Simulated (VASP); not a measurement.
# CdSe (R3m) in VASP: notebook, part 2 of 2

VASP 6.6.1. The steps go on from the part before.

## 3. Electric field gradients, PBEsol (shortest bond scaled by 0.82)

INCAR

```
SYSTEM = CdSe
ALGO     = Normal         ! electronic algorithm
EDIFF    = 1E-8           ! SCF threshold, eV
ENCUT    = 520            ! plane-wave cutoff, eV
GGA      = PS             ! functional
ISIF     = 2              ! what is computed and relaxed
ISMEAR   = -1             ! smearing method
LASPH    = .True.         ! aspherical terms in the spheres
LCHARG   = .False.        ! write CHGCAR
LEFG     = .True.       
LREAL    = .False.        ! projectors in reciprocal space
LWAVE    = .False.        ! write WAVECAR
NBANDS   = 16             ! bands
NELM     = 100            ! most SCF steps
PREC     = Accurate       ! precision mode
SIGMA    = 0.03           ! smearing width, eV
```

KPOINTS

```
k-points
0
Gamma
  7 7 7
  0 0 0
```

POSCAR

```
CdSe
1.0
    0.0000000000      3.0702711986      3.0702711986
    3.0702711986      0.0000000000      3.0702711986
    3.0702711986      3.0702711986      0.0000000000
Cd Se
1 1
Direct
   -0.0675000000      0.0225000000      0.0225000000
    0.3175000000      0.2275000000      0.2275000000
```

Potentials or basis: VASP PAW PBE potentials, release 64 (Cd, Se).

Launch:

```
cat potpaw_PBE.64/Cd/POTCAR potpaw_PBE.64/Se/POTCAR > POTCAR
mpirun -np 1 vasp_std > vasp.out
```

OUTCAR:

```text
SYSTEM = CdSe
   EDIFF = 1E-8
   ENCUT = 520
   GGA = PS
   ISIF = 2
   ISMEAR = -1
   LASPH = .True.
   LREAL = .False.
   NELM = 100
   PREC = Accurate

 ion  position               nearest neighbor table
   1  0.932  0.023  0.023-   2 2.18   2 2.85   2 2.85   2 2.85
   2  0.318  0.227  0.227-   1 2.18   1 2.85   1 2.85   1 2.85

  LATTYP: Found a face centered cubic cell.
 ALAT       =     6.1405423972

  Lattice vectors:

 A1 = (   0.0000000000,   3.0702711986,   3.0702711986)
 A2 = (   3.0702711986,   0.0000000000,   3.0702711986)
 A3 = (   3.0702711986,   3.0702711986,   0.0000000000)

Analysis of symmetry for initial positions (statically):
=====================================================================
 Subroutine PRICEL returns:
 Original cell was already a primitive cell.

 Routine SETGRP: Setting up the symmetry group for a
 face centered cubic supercell.

 Subroutine GETGRP returns: Found  6 space group operations
 (whereof  6 operations were pure point group operations)
 out of a pool of 48 trial point group operations.

The static configuration has the point symmetry C_3v.

Analysis of symmetry for dynamics (positions and initial velocities):
=====================================================================
 Subroutine PRICEL returns:
 Original cell was already a primitive cell.

 Routine SETGRP: Setting up the symmetry group for a
 face centered cubic supercell.

 Subroutine GETGRP returns: Found  6 space group operations
 (whereof  6 operations were pure point group operations)
 out of a pool of 48 trial point group operations.

The dynamic configuration has the point symmetry C_3v.

 Subroutine INISYM returns: Found  6 space group operations
 (whereof  6 operations are pure point group operations),
 and found     1 'primitive' translations

----------------------------------------------------------------------------------------

                                     Primitive cell

  volume of cell :      57.8842

  direct lattice vectors                    reciprocal lattice vectors
     0.000000000  3.070271199  3.070271199    -0.162852063  0.162852063  0.162852063
     3.070271199  0.000000000  3.070271199     0.162852063 -0.162852063  0.162852063
     3.070271199  3.070271199  0.000000000     0.162852063  0.162852063 -0.162852063

  length of vectors
     4.342019169  4.342019169  4.342019169     0.282068048  0.282068048  0.282068048

  position of ions in fractional coordinates (direct lattice)
     0.932500000  0.022500000  0.022500000
     0.317500000  0.227500000  0.227500000

  ion indices of the primitive-cell ions
   primitive index   ion index
                 1           1
                 2           2

----------------------------------------------------------------------------------------

 KPOINTS: k-points

Automatic generation of k-mesh.
 Grid dimensions read from file:
 generate k-points for:    7    7    7
[... 70 lines left out ...]
   ISIF   =      2    stress and relaxation
   ISYM   =      2    0-nonsym 1-usesym 2-fastsym
   POTIM  = 0.5000    time-step for ionic-motion
   TEBEG  =    0.0;   TEEND  =   0.0 temperature during run
   PSTRESS=    0.0 pullay stress
   NELECT =      18.0000    total number of electrons
   NUPDOWN=      -1.0000    fix difference up-down
   EMIN   =  10.00;   EMAX   =-10.00  energy-range for DOS
   EFERMI =   0.00;   METHOD = LEGACY
   ISMEAR =    -1;   SIGMA  =   0.03  broadening in eV -4-tet -1-fermi 0-gaus
   EFERMI_NEDOS =   21; number of points for ismear=-14 and -15
   IALGO  =     38    algorithm
   IMIX   =      4    mixing-type and parameters
     AMIX     =   0.40;   BMIX     =  1.00
     AMIX_MAG =   1.60;   BMIX_MAG =  1.00
  volume/ion in A,a.u.               =      28.94       195.31
  Fermi-wavevector in a.u.,A,eV,Ry     =   1.109121  2.095935 16.737199  1.230149
  Thomas-Fermi vector in A             =   2.245657
   LORBIT       =      0    0 simple, 1 ext, 2 COOP (PROOUT), +10 PAW based schemes
   GGA     = PS    functional components
   LHFCALC =     F    Hartree Fock is set to
   AEXX    =    0.0000 exact exchange contribution
   IVDW    =     0    specifies the selected vdW correction
   LEPSILON=     F    determine dielectric tensor
   LRPA    =     F    only Hartree local field effects (RPA)
 non-spin polarized calculation
  energy-cutoff  :      520.00
  volume of cell :       57.88
 maximum number of plane-waves:      1580
   NGX = 17   NGY = 17   NGZ = 17

 number of electron      17.9999997 magnetization

 Free energy of the ion-electron system (eV)
  ---------------------------------------------------
  ext. energy  EPLUGINS =         0.00000000
  ---------------------------------------------------
  free energy    TOTEN  =        -5.13642913 eV

  energy without entropy =       -5.13642591  energy(sigma->0) =       -5.13642752

 E-fermi :   1.0052     XC(G=0):  -8.9531

 val. band max:        0.7679166040   @ k =   0.0000   0.0000   0.0000
 cond. band min:       1.2107139260   @ k =   0.0000   0.0000   0.0000
 fundamental gap:      0.4427973220
 Fermi energy:         1.0052112262

 k-point     1 :       0.0000    0.0000    0.0000
  band No.  band energies     occupation
      1     -12.3284      2.00000
      2      -7.7612      2.00000
      3      -7.5571      2.00000
      4      -7.5571      2.00000
      5      -7.1592      2.00000
      6      -7.1592      2.00000
[... 433 lines left out ...]
      3      -7.3593      2.00000
      4      -7.3217      2.00000
      5      -7.1365      2.00000
      6      -7.0069      2.00000
[... 8 lines left out ...]
     15      12.7149      0.00000
     16      13.8463      0.00000

 [... further k-points ...]

------------------------ aborting loop because EDIFF is reached ----------------------------------------

  FORCE on cell =-STRESS in cart. coord.  units (eV):
  Direction    XX          YY          ZZ          XY          YZ          ZX
  --------------------------------------------------------------------------------------
  -------------------------------------------------------------------------------------
  Total        2.4718079      2.4718079      2.4718079     -3.9089727      3.9089727     -3.9089727
  in kB       68.4171677     68.4171677     68.4171677   -108.1964486    108.1964486   -108.1964486
  external PRESSURE =      68.4171677 kB  Pullay stress =       0.0000000 kB

 VOLUME and BASIS-vectors are now :
 -----------------------------------------------------------------------------
  energy-cutoff  :      520.00
  volume of cell :       57.88
      direct lattice vectors                 reciprocal lattice vectors
     0.000000000  3.070271199  3.070271199    -0.162852063  0.162852063  0.162852063
     3.070271199  0.000000000  3.070271199     0.162852063 -0.162852063  0.162852063
     3.070271199  3.070271199  0.000000000     0.162852063  0.162852063 -0.162852063

 POSITION                                       TOTAL-FORCE (eV/Angst)
 -----------------------------------------------------------------------------------
      0.13816      2.93211      2.93211        -3.481308      3.481308      3.481308
      1.39697      1.67330      1.67330         3.481308     -3.481308     -3.481308
 -----------------------------------------------------------------------------------
    total drift:                               -0.000261      0.000262      0.000262

  FREE ENERGIE OF THE ION-ELECTRON SYSTEM (eV)
  ---------------------------------------------------
  free  energy   TOTEN  =        -5.1364291298 eV

  energy  without entropy=       -5.1364259080  energy(sigma->0) =       -5.13642752

 Electric field gradients (V/A^2)
---------------------------------------------------------------------
 ion       V_xx      V_yy      V_zz      V_xy      V_xz      V_yz
---------------------------------------------------------------------
   1       0.000    -0.000    -0.000   115.479   115.479  -115.481
   2      -0.000     0.000     0.000   -27.736   -27.736    27.736
---------------------------------------------------------------------

 Electric field gradients after diagonalization (V/A^2)
 (convention: |V_zz| > |V_xx| > |V_yy|)
----------------------------------------------------------------------
 ion       V_xx      V_yy      V_zz     asymmetry (V_yy - V_xx)/ V_zz
----------------------------------------------------------------------
   1     115.481   115.478  -230.959       0.000
   2     -27.736   -27.735    55.472       0.000
----------------------------------------------------------------------

           NMR quadrupolar parameters

 Cq : quadrupolar parameter    Cq=e*Q*V_zz/h
 eta: asymmetry parameters     (V_yy - V_xx)/ V_zz
 Q  : nuclear electric quadrupole moment in mb (millibarn)
----------------------------------------------------------------------
 ion       Cq(MHz)       eta       Q (mb)
----------------------------------------------------------------------
   1      -0.558       0.000       1.000
   2       0.134       0.000       1.000
----------------------------------------------------------------------
```

It took 16 s on 1 thread of Intel Xeon 6975P-C (Granite Rapids), shared host; peak memory 0.2 GiB.

What came out:

```yaml
Free_energy: -5.1364 eV
Pressure: 6.8 GPa
Largest_force: 6.030 eV/Å
Band_gap_on_the_k_mesh: 0.44 eV, direct
```

Forces in eV/Å, atoms in the order of the input:
```
Cd  -3.481  3.481  3.481
Se   3.481 -3.481 -3.481
```

Stress tensor (GPa, compression positive):
```
  6.84 -10.82 -10.82
-10.82   6.84  10.82
-10.82  10.82   6.84
```

Levels at points of the mesh, in eV from the valence-band top:
| k point | band 5 | band 6 | band 7 | band 8 | band 9 | band 10 | band 11 | band 12 | band 13 | band 14 |
| --- | --- | --- | --- | --- | --- | --- | --- | --- | --- | --- |
| (0.00, 0.00, 0.00) | -7.93 | -7.93 | -0.75 | 0.00 | 0.00 | 0.44 | 5.59 | 5.59 | 6.64 | 9.08 |

Electric field gradients, principal values (V/Å²):
| atom | least | middle | greatest (by size) |
| --- | --- | --- | --- |
| 1 Cd | 115.478 | 115.481 | -230.959 |
| 2 Se | -27.735 | -27.736 | 55.472 |

Caveat: the cell differs from its parent crystal (shortest bond scaled by 0.82); without QUAD_EFG the Cq values of the log hold for a quadrupole moment of 1 mb, not for the nuclei; the PAW data sets were made with another functional, which shifts forces and pressure a little.
